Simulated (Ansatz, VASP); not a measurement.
**Two plane-wave programs on NaTi12**

```
CELL_PARAMETERS angstrom
5.90000 0.00000 0.00000
-4.42500 7.66432 0.00000
0.00000 0.00000 4.68460
ATOMIC_POSITIONS crystal
Ti 0.01848 0.97592 0.08084
Ti 0.21811 0.24825 0.42258
Ti 0.05044 0.38204 0.05413
Ti 0.14141 0.55141 0.54956
Ti 0.01337 0.66816 0.05420
Ti 0.15890 0.89267 0.58202
Ti 0.44711 0.97290 0.07862
Ti 0.64773 0.24663 0.41881
Ti 0.50635 0.32919 0.91856
Ti 0.65095 0.55352 0.44659
Ti 0.52490 0.67125 0.95116
Ti 0.61673 0.84046 0.44683
Na 0.83207 0.11139 0.75057
```

Alike in both runs: functional PBE; k mesh 2 × 2 × 2; occupations fermi-dirac, width 0.15 eV; no spin polarisation.

Ansatz relaxed the structure, and its values are those at the end. VASP's run is a single point on that final structure, the one shown.

|  | VASP | Ansatz |
| --- | --- | --- |
| version | VASP 6.6.1 | Ansatz 0.2.0 |
| potentials or method | VASP PAW PBE potentials, release 64 (Ti_sv, Na_pv), cutoff 520 eV | scalar-relativistic, plane waves, PAW |
| valence electrons in the cell | 151 | 153 |

|  | VASP | Ansatz | Ansatz less VASP |
| --- | --- | --- | --- |
| rms of the force components (eV/Å) | 0.029 | 0.029 | -0.0006 |

With one functional, cell and mesh, what is left measures potentials, basis and numerics. VASP's potentials hold 151 valence electrons a cell and Ansatz's 153, so a difference there can come from the potentials and not from the codes.

The k mesh is coarse, so the values compare programs but aren't converged.
